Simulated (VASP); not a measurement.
Write the native input for VASP 6.6.1 that does the following.

* Task: single point
* Functional: PBE
* Dispersion: D3(BJ)
* Potentials or basis: VASP PAW PBE potentials, release 64 (H, Si, S)
* Cutoff: 400 eV
* k mesh: 2 × 2 × 1
* Occupations: gaussian, width 0.02 eV
* Spin: no spin polarisation
* Dipole correction: no
* Further INCAR settings: LREAL = Auto; ALGO = Normal; EDIFF = 1e-06; NBANDS = 69; NELMDL = -8

The structure of Si20H10S lies in POSCAR:

```
Si20H10S
1.0
    7.6791800000      0.0000000000      0.0000000000
    0.0000000000      7.6791800000      0.0000000000
    0.0000000000      0.0000000000     18.2555000000
H Si S
10 20 1
Direct
    0.4093920000      0.0000000000      0.0547780000
    0.0906080000      0.0000000000      0.0547780000
    0.9093920000      0.0000000000      0.0547780000
    0.5906080000      0.0000000000      0.0547780000
    0.4093920000      0.5000000000      0.0547780000
    0.0906080000      0.5000000000      0.0547780000
    0.9093920000      0.5000000000      0.0547780000
    0.5906080000      0.5000000000      0.0547780000
    0.3435525472      1.0735202517      0.5318232655
    0.7493546450      1.0475758788      0.4679014149
    0.2500000000      0.0000000000      0.1021884000
    0.7500000000      0.0000000000      0.1021884000
    0.2500000000      0.5000000000      0.1021884000
    0.7500000000      0.5000000000      0.1021884000
    0.2450482112      0.2511224316      0.1732126608
    0.7460448768      0.2495593627      0.1723162561
    0.2520294947      0.7504148667      0.1782488874
    0.7518633312      0.7490543365      0.1792406670
   -0.0065893636      0.2474677045      0.2457267058
    0.4969415667      0.2474649294      0.2438896528
    0.0040722586      0.7473203186      0.2554414899
    0.5009029542      0.7488325681      0.2551261773
    0.0061678102      0.0076800662      0.3246358055
    0.4955472089      0.0098079884      0.3240824054
    0.0325764869      0.4910201756      0.3281668339
    0.4907212076      0.4883980882      0.3246523256
    0.2508091846      0.1022232958      0.3918336853
    0.7512988695      0.0859973257      0.3873120663
    0.2627613736      0.4191619281      0.4110233494
    0.7615482963      0.3940908945      0.3641393614
    0.2275366607      0.9698866029      0.4966557582
```

These files were run (other wordings do the same):

INCAR

```
SYSTEM = Si20H10S
PREC = Accurate
ENCUT = 400
EDIFF = 1E-6
ISMEAR = 0
SIGMA = 0.02
LREAL = Auto
LASPH = .True.
NELM = 120
ALGO = Normal
ISIF = 2
LWAVE = .False.
LCHARG = .False.
GGA = PE
IVDW = 12
NBANDS = 69
GGA_COMPAT = .False.
NELMDL = -8
```

KPOINTS

```
Automatic mesh
0
Gamma
  2 2 1
  0 0 0
```

Potentials or basis: VASP PAW PBE potentials, release 64 (H, Si, S).

Run with:

```sh
$ cat potpaw_PBE.64/H/POTCAR potpaw_PBE.64/Si/POTCAR potpaw_PBE.64/S/POTCAR > POTCAR
$ mpirun -np 1 vasp_std > vasp.out
```

It gave:

| Property | Result |
| --- | --- |
| Largest force | 0.640 eV/Å |
| Band gap on the k mesh | 0.28 eV (least direct gap 0.69 eV) |
| Dispersion energy per atom | -0.169 eV |

Caveat: there is no dipole correction, which matters where the two faces differ.

Wall time 8.8 min on 1 thread of Intel Xeon 8259CL, with other jobs on the host, peak memory 0.67 GiB.
